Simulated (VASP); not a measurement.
A run of VASP 6.6.1 is set up as follows.

File POSCAR:

```
Bi
1.0
    5.1182504709      0.0000000000      0.0000000000
    0.0000000000      4.5196965580      0.0000000000
    0.0000000000      0.0000000000     29.3597916812
Bi
4
Direct
    0.0480844698      0.0000000000      0.3738669630
    0.4519155302      0.5000000000      0.3738669630
    0.5480844698      0.5000000000      0.2732765933
    0.9519155302      0.0000000000      0.2732765933
```

Contents of INCAR.step1:

```
SYSTEM = Bi
  PREC = Accurate
  ENCUT = 520
  ISMEAR = -1
  SIGMA = 0.02
  LREAL = .False.
  LASPH = .True.
  NELM = 60
  LDIPOL = .True.
  IDIPOL = 3
  DIPOL = 0.5 0.5 0.324
  NBANDS = 38
  GGA = PE
  ALGO = Normal
  EDIFF = 1E-4
  LWAVE = .True.
  LCHARG = .False.
```

INCAR.step2

```
SYSTEM = Bi
  PREC = Accurate
  ENCUT = 520
  EDIFF = 1E-6
  ISMEAR = -1
  SIGMA = 0.02
  LREAL = .False.
  LASPH = .True.
  NELM = 60
  ALGO = Normal
  ISIF = 2
  LWAVE = .False.
  LCHARG = .False.
  LDIPOL = .True.
  IDIPOL = 3
  DIPOL = 0.5 0.5 0.324
  METAGGA = R2SCAN
  LMIXTAU = .True.
  NBANDS = 38
  ISTART = 1
```

Contents of KPOINTS:

```
regular mesh
0
Gamma
  6 6 1
  0 0 0
```

Potentials or basis: VASP PAW PBE potentials, release 64 (Bi_d).

The run is started by

```console
$ cat potpaw_PBE.64/Bi_d/POTCAR > POTCAR
$ cp INCAR.step1 INCAR
$ mpirun -np 1 vasp_std > vasp.out
$ cp INCAR.step2 INCAR
$ mpirun -np 1 vasp_std > vasp.out
```

(1) Predict the largest force.

(2) What does it give for the band gap on the k mesh?

## Answers

(1) 0.013 eV/Å.

(2) 0.75 eV.

Caveat: the PAW data sets were made with another functional, which shifts forces and pressure a little; spin-orbit coupling is left out, which moves the levels of the heavy elements.
